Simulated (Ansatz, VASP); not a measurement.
## Two plane-wave programs on MgO

```
CELL_PARAMETERS angstrom
0.00000 2.08093 2.08093
2.08093 0.00000 2.08093
2.08093 2.08093 0.00000
ATOMIC_POSITIONS crystal
Mg 0.00000 0.00000 0.00000
O 0.50000 0.50000 0.50000
```

Alike in both runs: task single point; functional r2SCAN; k mesh 10 × 10 × 10; occupations gaussian, width 0.02 eV; no spin polarisation.

|  | VASP | Ansatz |
| --- | --- | --- |
| version | VASP 6.6.1 | Ansatz 0.2.0 |
| potentials or method | VASP PAW PBE potentials, release 64 (Mg_sv, O), cutoff 750 eV | scalar-relativistic, plane waves, PAW |
| valence electrons in the cell | 16 | 16 |

```tsv
	VASP	Ansatz	Ansatz less VASP
gap on the k mesh at the Fermi level (eV)	6.02	6.00	-0.020
least direct gap on the mesh (eV)	6.02	6.00	-0.020
pressure (GPa)	5.1	5.4	+0.33
```

VASP's potentials were made for PBE, not for r2SCAN. The functional is the same, so the differences come from potentials, cutoffs and numerics.
